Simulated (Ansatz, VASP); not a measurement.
## One calculation of NaHgSe3, two programs

INCAR

```
  PREC = Accurate
  ENCUT = 520
  EDIFF = 1E-6
  ISMEAR = 0
  SIGMA = 0.1
  LREAL = F
  LASPH = T
  NELM = 60
  ALGO = Normal
  ISIF = 2
  LWAVE = F
  LCHARG = F
  GGA = PE
  NBANDS = 26
```

File KPOINTS:

```
regular mesh
0
Gamma
  4 4 4
```

The input POSCAR:

```
NaHgSe3
1.0
    5.1827507300      0.0000000000      0.0000000000
    0.0000000000      5.1827507300      0.0000000000
    0.0000000000      0.0000000000      5.1827507300
Na Hg Se
1 1 3
Direct
    0.5000000000      0.5000000000      0.5000000000
    0.0000000000      0.0000000000      0.0000000000
    0.5000000000      0.0000000000      0.0000000000
    0.0000000000      0.5000000000      0.0000000000
    0.0000000000      0.0000000000      0.5000000000
```

Input for Ansatz:

```yaml
crystal:
  lattice:
    - [5.18275073, 0.0, 0.0]
    - [0.0, 5.18275073, 0.0]
    - [0.0, 0.0, 5.18275073]
  atoms:
    - { symbol: Na, position: [0.5, 0.5, 0.5] }
    - { symbol: Hg, position: [0.0, 0.0, 0.0] }
    - { symbol: Se, position: [0.5, 0.0, 0.0] }
    - { symbol: Se, position: [0.0, 0.5, 0.0] }
    - { symbol: Se, position: [0.0, 0.0, 0.5] }
basis:
  ecutwfc: 420
kpoints:
  mp_grid: { grid: [4, 4, 4] }
hamiltonian:
  xc: pbe
scf:
  occupations: { method: gaussian, width: 0.1 }
  lower_state_search: "off"
output:
  forces: true
  stress: true
  eigenvalues: true
```

Alike in both runs: task single point; functional PBE; k mesh 4 × 4 × 4; occupations gaussian, width 0.1 eV; no spin polarisation.

|  | VASP | Ansatz |
| --- | --- | --- |
| version | VASP 6.6.1 | Ansatz 0.2.0 |
| potentials or method | VASP PAW PBE potentials, release 64 (Na_pv, Hg, Se), cutoff 520 eV | scalar-relativistic, plane waves, PAW |
| valence electrons in the cell | 37 | 77 |

Ansatz gave:

- gap on the k mesh at the Fermi level (eV): none
- pressure (GPa): 3.7

Question: Which values does VASP return?

Answer: gap on the k mesh at the Fermi level (eV): none; pressure (GPa): 4.1.

A gap of «none» marks a metal or a gap that the smearing closes. VASP's potentials hold 37 valence electrons a cell and Ansatz's 77, so a difference there can come from the potentials and not from the codes.

Spin-orbit coupling is off throughout.
